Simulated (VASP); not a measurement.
# WSe2 in VASP: single point with PBE+D3(BJ)

Aim: the single point of WSe2 with PBE+D3(BJ).

Everything below comes from runs of VASP 6.6.1. Logs are shortened: lines on timing, memory, paths and dates and some standing lists are left out, and cuts for length are marked.

### 1 The cell of the first run

The cell holds a slab with vacuum, 6 atoms: a = 3.285 Å, b = 3.285 Å, c = 24.239 Å, α = 90.00°, β = 90.00°, γ = 120.00°.

### 2 Single point, PBE+D3(BJ)

Contents of INCAR:

```
SYSTEM = WSe2
PREC = Accurate
ENCUT = 520
EDIFF = 1E-6
ISMEAR = 0
SIGMA = 0.05
LREAL = .False.
LASPH = .True.
NELM = 60
ALGO = Normal
ISIF = 2
LWAVE = .False.
LCHARG = .True.
LDIPOL = .True.
IDIPOL = 3
DIPOL = 0.5 0.5 0.397
GGA = PE
IVDW = 12
LELF = .True.
LVHAR = .True.
LVACPOTAV = .True.
NBANDS = 35
```

Contents of KPOINTS:

```
Automatic mesh
0
Gamma
  9 9 1
  0 0 0
```

Contents of POSCAR:

```
WSe2
1.0
    3.2854926884      0.0000000000      0.0000000000
   -1.6427463442      2.8453201321      0.0000000000
    0.0000000000      0.0000000000     24.2386466672
Se W
4 2
Direct
    0.3333333333      0.6666666667      0.1856539295
    0.3333333333      0.6666666667      0.3246601777
    0.3333333333      1.1666666667      0.4694702427
    0.3333333333      1.1666666667      0.6084764909
    0.6666666667      0.3333333333      0.2551570536
    0.6666666667      0.8333333333      0.5389733668
```

Potentials or basis: VASP PAW PBE potentials, release 64 (Se, W_sv).

Launch:

```sh
cat potpaw_PBE.64/Se/POTCAR potpaw_PBE.64/W_sv/POTCAR > POTCAR
mpirun -np 1 vasp_std > vasp.out
```

OUTCAR:

```text
SYSTEM = WSe2
   PREC = Accurate
   ENCUT = 520
   EDIFF = 1E-6
   ISMEAR = 0
   LREAL = .False.
   LASPH = .True.
   NELM = 60
   ISIF = 2
   GGA = PE
   IVDW = 12
 IVDW          = 12

 ion  position               nearest neighbor table
   1  0.333  0.667  0.186-   5 2.54   5 2.54   5 2.54
   2  0.333  0.667  0.325-   5 2.54   5 2.54   5 2.54
   3  0.333  0.167  0.469-   6 2.54   6 2.54   6 2.54
   4  0.333  0.167  0.608-   6 2.54   6 2.54   6 2.54
   5  0.667  0.333  0.255-   2 2.54   1 2.54   2 2.54   1 2.54   2 2.54   1 2.54
   6  0.667  0.833  0.539-   3 2.54   4 2.54   3 2.54   4 2.54   3 2.54   4 2.54

  LATTYP: Found a hexagonal cell.
 ALAT       =     3.2854926884
 C/A-ratio  =     7.3774769771

  Lattice vectors:

 A1 = (   3.2854926884,   0.0000000000,   0.0000000000)
 A2 = (  -1.6427463442,   2.8453201321,   0.0000000000)
 A3 = (   0.0000000000,   0.0000000000,  24.2386466672)

Analysis of symmetry for initial positions (statically):
=====================================================================
 Subroutine PRICEL returns:
 Original cell was already a primitive cell.

 Routine SETGRP: Setting up the symmetry group for a
 hexagonal supercell.

 Subroutine GETGRP returns: Found  4 space group operations
 (whereof  2 operations were pure point group operations)
 out of a pool of 24 trial point group operations.

The static configuration has the point symmetry C_1h.
 The point group associated with its full space group is C_2v.

Analysis of symmetry for dynamics (positions and initial velocities):
=====================================================================
 Subroutine PRICEL returns:
 Original cell was already a primitive cell.

 Routine SETGRP: Setting up the symmetry group for a
 hexagonal supercell.

 Subroutine GETGRP returns: Found  4 space group operations
 (whereof  2 operations were pure point group operations)
 out of a pool of 24 trial point group operations.

The dynamic configuration has the point symmetry C_1h.
 The point group associated with its full space group is C_2v.

 Subroutine INISYM returns: Found  4 space group operations
 (whereof  2 operations are pure point group operations),
 and found     1 'primitive' translations

----------------------------------------------------------------------------------------

                                     Primitive cell

  volume of cell :     226.5896

  direct lattice vectors                    reciprocal lattice vectors
     3.285492688  0.000000000  0.000000000     0.304368353  0.175727151  0.000000000
    -1.642746344  2.845320132  0.000000000     0.000000000  0.351454302  0.000000000
     0.000000000  0.000000000 24.238646667     0.000000000  0.000000000  0.041256429

  length of vectors
     3.285492688  3.285492688 24.238646667     0.351454302  0.351454302  0.041256429

  position of ions in fractional coordinates (direct lattice)
     0.333333333  0.666666667  0.185653929
     0.333333333  0.666666667  0.324660178
     0.333333333  0.166666667  0.469470243
     0.333333333  0.166666667  0.608476491
     0.666666667  0.333333333  0.255157054
     0.666666667  0.833333333  0.538973367

  ion indices of the primitive-cell ions
   primitive index   ion index
                 1           1
                 2           2
                 3           3
                 4           4
                 5           5
                 6           6

----------------------------------------------------------------------------------------

 KPOINTS: Automatic mesh

Automatic generation of k-mesh.
 Grid dimensions read from file:
 generate k-points for:    9    9    1

 Generating k-lattice:

  Cartesian coordinates                     Fractional coordinates (reciprocal lattice)
     0.033818706  0.019525239  0.000000000     0.111111111  0.000000000  0.000000000
     0.000000000  0.039050478  0.000000000     0.000000000  0.111111111  0.000000000
     0.000000000  0.000000000  0.041256429     0.000000000  0.000000000  1.000000000

  Length of vectors
     0.039050478  0.039050478  0.041256429

  Shift w.r.t. Gamma in fractional coordinates (k-lattice)
     0.000000000  0.000000000  0.000000000

 Subroutine IBZKPT returns following result:
 ===========================================

 Found     25 irreducible k-points:

 Following reciprocal coordinates:
            Coordinates               Weight
  0.000000  0.000000  0.000000      1.000000
  0.111111 -0.000000  0.000000      2.000000
  0.000000  0.111111  0.000000      4.000000
  0.222222 -0.000000  0.000000      2.000000
  0.000000  0.222222  0.000000      4.000000
  0.333333 -0.000000  0.000000      2.000000
[... 16 lines left out ...]
 -0.222222 -0.444444  0.000000      4.000000
  0.444444  0.333333  0.000000      4.000000
   k-points           NKPTS =     25   k-points in BZ     NKDIM =     25   number of bands    NBANDS=     35
   number of dos      NEDOS =    301   number of ions     NIONS =      6
   total plane-waves  NPLWV = 103680
   dimension x,y,z NGX =    24 NGY =   24 NGZ =  180
   dimension x,y,z NGXF=    48 NGYF=   48 NGZF=  360
   ions per type =               4   2
   NGX,Y,Z   is equivalent  to a cutoff of  12.14, 12.14, 12.35 a.u.
   NGXF,Y,Z  is equivalent  to a cutoff of  24.29, 24.29, 24.69 a.u.
 SYSTEM =  WSe2
   PREC   = accura    normal or accurate (medium, high low for compatibility)
   ISTART =      0    job   : 0-new  1-cont  2-samecut
   ICHARG =      2    charge: 1-file 2-atom 10-const
   ISPIN  =      1    spin polarized calculation?
   LNONCOLLINEAR =      F non collinear calculations
   LSORBIT =      F    spin-orbit coupling
   LASPH  =      T    aspherical Exc in radial PAW
   ENCUT  =  520.0 eV  38.22 Ry    6.18 a.u.   6.11  6.11 45.07*2*pi/ulx,y,z
   NELM   =     60;   NELMIN=  2; NELMDL= -5     # of ELM steps
   EDIFF  = 0.1E-05   stopping-criterion for ELM
   LREAL  =      F    real-space projection
   EDIFFG = 0.1E-04   stopping-criterion for IOM
   NSW    =      0    number of steps for IOM
   IBRION =     -1    ionic relax: 0-MD 1-quasi-New 2-CG
   NFREE  =      0    steps in history (QN), initial steepest desc. (CG)
   ISIF   =      2    stress and relaxation
   ISYM   =      2    0-nonsym 1-usesym 2-fastsym
   POTIM  = 0.5000    time-step for ionic-motion
   TEBEG  =    0.0;   TEEND  =   0.0 temperature during run
   PSTRESS=    0.0 pullay stress
   NELECT =      52.0000    total number of electrons
   NUPDOWN=      -1.0000    fix difference up-down
   EMIN   =  10.00;   EMAX   =-10.00  energy-range for DOS
   EFERMI =   0.00;   METHOD = LEGACY
   ISMEAR =     0;   SIGMA  =   0.05  broadening in eV -4-tet -1-fermi 0-gaus
   EFERMI_NEDOS =   21; number of points for ismear=-14 and -15
   IALGO  =     38    algorithm
   IMIX   =      4    mixing-type and parameters
     AMIX     =   0.40;   BMIX     =  1.00
     AMIX_MAG =   1.60;   BMIX_MAG =  1.00
  volume/ion in A,a.u.               =      37.76       254.85
  Fermi-wavevector in a.u.,A,eV,Ry     =   1.002296  1.894065 13.668372  1.004597
  Thomas-Fermi vector in A             =   2.134774
   LORBIT       =      0    0 simple, 1 ext, 2 COOP (PROOUT), +10 PAW based schemes
   GGA     = PE    functional components
   LHFCALC =     F    Hartree Fock is set to
   AEXX    =    0.0000 exact exchange contribution
   IVDW    =    12    specifies the selected vdW correction
   LEPSILON=     F    determine dielectric tensor
   LRPA    =     F    only Hartree local field effects (RPA)
 non-spin polarized calculation
 Gauss-broadening in eV      SIGMA  =   0.05
  energy-cutoff  :      520.00
  volume of cell :      226.59
 maximum number of plane-waves:      6144
   NGX = 13   NGY = 13   NGZ = 91

 dipolmoment           0.000000      0.000000      0.000039 electrons x Angstroem

 number of electron      51.9999987 magnetization

 dipolmoment           0.000000      0.000000     -0.000003 electrons x Angstroem

 Free energy of the ion-electron system (eV)
  ---------------------------------------------------
  ext. energy  EPLUGINS =         0.00000000
  ---------------------------------------------------
  free energy    TOTEN  =       -43.20477710 eV

  energy without entropy =      -43.20477710  energy(sigma->0) =      -43.20477710

 E-fermi :   1.1709     XC(G=0):  -6.2627

 val. band max:        0.8663326992   @ k =   0.3333   0.3333   0.0000
 cond. band min:       2.4225057497   @ k =   0.2222   0.1111   0.0000
 fundamental gap:      1.5561730504
 Fermi energy:         1.1709191224

 k-point     1 :       0.0000    0.0000    0.0000
  band No.  band energies     occupation
      1     -73.1810      2.00000
      2     -73.1810      2.00000
      3     -37.4271      2.00000
      4     -37.4271      2.00000
      5     -37.2926      2.00000
      6     -37.2926      2.00000
[... 27 lines left out ...]
     34       4.0475      0.00000
     35       5.1877      0.00000

 k-point     2 :       0.1111   -0.0000    0.0000
  band No.  band energies     occupation
      1     -73.1798      2.00000
      2     -73.1798      2.00000
      3     -37.4218      2.00000
      4     -37.4218      2.00000
      5     -37.3202      2.00000
      6     -37.3201      2.00000
[... 27 lines left out ...]
     34       4.1850      0.00000
     35       5.6039      0.00000

 k-point     3 :       0.0000    0.1111    0.0000
  band No.  band energies     occupation
      1     -73.1798      2.00000
      2     -73.1798      2.00000
      3     -37.4218      2.00000
      4     -37.4218      2.00000
      5     -37.3203      2.00000
      6     -37.3203      2.00000
[... 27 lines left out ...]
     34       4.1489      0.00000
     35       5.6070      0.00000
[... 723 lines left out ...]
 k-point    23 :      -0.2222   -0.4444    0.0000
  band No.  band energies     occupation
      1     -73.1699      2.00000
      2     -73.1699      2.00000
      3     -37.4910      2.00000
      4     -37.4910      2.00000
      5     -37.4025      2.00000
      6     -37.4025      2.00000
[... 27 lines left out ...]
     34       5.4898      0.00000
     35       6.3642      0.00000

 k-point    24 :       0.4444    0.3333    0.0000
  band No.  band energies     occupation
      1     -73.1699      2.00000
      2     -73.1699      2.00000
      3     -37.4909      2.00000
      4     -37.4909      2.00000
      5     -37.4026      2.00000
      6     -37.4026      2.00000
[... 27 lines left out ...]
     34       5.5365      0.00000
     35       6.3751      0.00000

 [... further k-points ...]

------------------------ aborting loop because EDIFF is reached ----------------------------------------

 Edisp (eV)   -2.32140

 E8    (eV) :    -1.0671

  FORCE on cell =-STRESS in cart. coord.  units (eV):
  Direction    XX          YY          ZZ          XY          YZ          ZX
  --------------------------------------------------------------------------------------
  -------------------------------------------------------------------------------------
  Total      -0.02381     0.03823    -0.30016    -0.05372     0.00000     0.00000
  in kB      -0.16833     0.27030    -2.12237    -0.37987     0.00000     0.00000
  external pressure =       -0.67 kB  Pullay stress =        0.00 kB

 VOLUME and BASIS-vectors are now :
 -----------------------------------------------------------------------------
  energy-cutoff  :      520.00
  volume of cell :      226.59
      direct lattice vectors                 reciprocal lattice vectors
     3.285492688  0.000000000  0.000000000     0.304368353  0.175727151  0.000000000
    -1.642746344  2.845320132  0.000000000     0.000000000  0.351454302  0.000000000
     0.000000000  0.000000000 24.238646667     0.000000000  0.000000000  0.041256429

 POSITION                                       TOTAL-FORCE (eV/Angst)
 -----------------------------------------------------------------------------------
     -0.00000      1.89688      4.50000         0.001580      0.000912     -0.038230
     -0.00000      1.89688      7.86932        -0.002091     -0.001207      0.112212
      0.82137      0.47422     11.37932        -0.002091     -0.001207     -0.112212
      0.82137      0.47422     14.74865         0.001580      0.000912      0.038230
      1.64275      0.94844      6.18466         0.000512      0.000295      0.035998
      0.82137      2.37110     13.06399         0.000512      0.000295     -0.035998
 -----------------------------------------------------------------------------------
    total drift:                                0.000252      0.000146     -0.000101

  FREE ENERGIE OF THE ION-ELECTRON SYSTEM (eV)
  ---------------------------------------------------
  free  energy   TOTEN  =       -45.5261756193 eV

  energy  without entropy=      -45.5261756193  energy(sigma->0) =      -45.52617562

 vacuum level on the upper side and lower side of the slab         5.920         5.920
```

Run time: 2 min. Hardware: 1 thread of Intel Xeon 6975P-C (Granite Rapids), shared host; peak memory 0.41 GiB.

Results:

```yaml
Free_energy: -45.5262 eV
Largest_force: 0.112 eV/Å
Band_gap_on_the_k_mesh: 1.56 eV, indirect (least direct gap 1.66 eV)
Dispersion_energy_per_atom: -0.387 eV
```

Forces in eV/Å, atoms in the order of the input:
```
Se   0.002  0.001 -0.038
Se  -0.002 -0.001  0.112
Se  -0.002 -0.001 -0.112
Se   0.002  0.001  0.038
W    0.001  0.000  0.036
W    0.001  0.000 -0.036
```

Levels at points of the mesh, in eV from the valence-band top:
```
           k point  band 24  band 25  band 26  band 27  band 28  band 29
(0.00, 0.00, 0.00)    -1.17    -0.59    -0.10     2.94     2.97     2.99
```

Caveat: spin-orbit coupling is left out, which moves the levels of the heavy elements.
